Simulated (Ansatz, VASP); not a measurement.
Fe: VASP beside Ansatz

File INCAR:

```
PREC = Accurate ; ENCUT = 600
EDIFF = 1E-6 ; ISMEAR = 0
SIGMA = 0.15 ; LREAL = F
LASPH = T ; NELM = 200
ALGO = Normal ; ISIF = 2
LWAVE = F ; LCHARG = F
ISPIN = 2 ; MAGMOM = 2.44
LORBIT = 11 ; LMAXMIX = 4
GGA = PE ; NBANDS = 18
GGA_COMPAT = F
```

File KPOINTS:

```
Automatic mesh
0
Gamma
  10 10 10
```

The input POSCAR:

```
Fe
1.0
   -1.4157750842      1.4157750842      1.5148793401
    1.4157750842     -1.4157750842      1.5148793401
    1.4157750842      1.4157750842     -1.5148793401
Fe
1
Direct
    0.0000000000      0.0000000000      0.0000000000
```

Input for Ansatz:

```yaml
crystal:
  lattice:
    - [-1.4157750842, 1.4157750842, 1.5148793401]
    - [1.4157750842, -1.4157750842, 1.5148793401]
    - [1.4157750842, 1.4157750842, -1.5148793401]
  atoms:
    - { symbol: Fe, position: [0.0, 0.0, 0.0], spin: 2.44 }
basis:
  ecutwfc: 520.0
kpoints:
  mp_grid: { grid: [10, 10, 10] }
hamiltonian:
  xc: pbe
scf:
  occupations: { method: gaussian, width: 0.15 }
output:
  forces: true
  stress: true
  eigenvalues: true
  populations: true
magnetization:
  spin_polarized: true
```

Change from the starting cell: normal strain along x +0.0000, normal strain along z +0.0700.

Alike in both runs: task single point; functional PBE; k mesh 10 × 10 × 10; occupations gaussian, width 0.15 eV; collinear spin.

|  | VASP | Ansatz |
| --- | --- | --- |
| version | VASP 6.6.1 | Ansatz 0.2.0 |
| potentials or method | VASP PAW PBE potentials, release 64 (Fe_sv), cutoff 600 eV | scalar-relativistic, plane waves, PAW |
| valence electrons in the cell | 16 | 16 |

```csv
,VASP,Ansatz,Ansatz less VASP
gap on the k mesh at the Fermi level (eV),none,none,-
pressure (GPa),-14.4,-11.0,+3.34
"traceless stress, the component that is largest in VASP (GPa)",-3.36,-3.36,+0.005
net moment per atom (μB),2.26,2.26,-0.001
size of the moment on the site where the two differ most (μB),2.28,2.32,+0.044
```

Site moments also hang on the region over which each program counts them. A gap of «none» marks a metal or a gap that the smearing closes. The functional is the same, so the differences come from potentials, cutoffs and numerics.
